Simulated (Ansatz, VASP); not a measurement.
## Ge: VASP beside Ansatz

The input INCAR:

```
PREC = Accurate
ENCUT = 520
EDIFF = 1E-6
ISMEAR = 0
SIGMA = 0.15
LREAL = False
LASPH = True
NELM = 60
ALGO = Normal
ISIF = 2
LWAVE = False
LCHARG = False
GGA = PS
NBANDS = 21
```

Contents of KPOINTS:

```
regular mesh
0
Gamma
  20 20 20
```

Contents of POSCAR:

```
Ge
1.0
   -2.5744897190      2.5744897190      1.3624773271
    2.5744897190     -2.5744897190      1.3624773271
    2.5744897190      2.5744897190     -1.3624773271
Ge
2
Direct
    0.2500000000      0.7500000000      0.5000000000
    0.5000000000      0.5000000000      0.0000000000
```

Input for Ansatz:

```yaml
crystal:
  lattice:
    - [-2.574489719, 2.574489719, 1.3624773271]
    - [2.574489719, -2.574489719, 1.3624773271]
    - [2.574489719, 2.574489719, -1.3624773271]
  atoms:
    - { symbol: Ge, position: [0.25, 0.75, 0.5] }
    - { symbol: Ge, position: [0.5, 0.5, 0.0] }
basis:
  ecutwfc: 420
kpoints:
  mp_grid: { grid: [20, 20, 20] }
hamiltonian:
  xc: pbesol
scf:
  occupations: { method: gaussian, width: 0.15 }
output:
  forces: true
  stress: true
  eigenvalues: true
```

Change from the starting cell: strain +0.000 along x and y, -0.025 along z, atoms carried along.

Alike in both runs: task single point; functional PBEsol; k mesh 20 × 20 × 20; occupations gaussian, width 0.15 eV; no spin polarisation.

```csv
,VASP,Ansatz
version,VASP 6.6.1,Ansatz 0.2.0
potentials or method,"VASP PAW PBE potentials, release 64 (Ge_d), cutoff 520 eV","scalar-relativistic, plane waves, PAW"
valence electrons in the cell,28,28
```

```csv
,VASP,Ansatz,Ansatz less VASP
gap on the k mesh at the Fermi level (eV),none,none,-
pressure (GPa),1.3,1.4,+0.04
"traceless stress, the component that is largest in VASP (GPa)",1.98,1.96,-0.023
```

VASP's potentials were made for PBE, not for PBEsol. A gap of «none» marks a metal or a gap that the smearing closes.
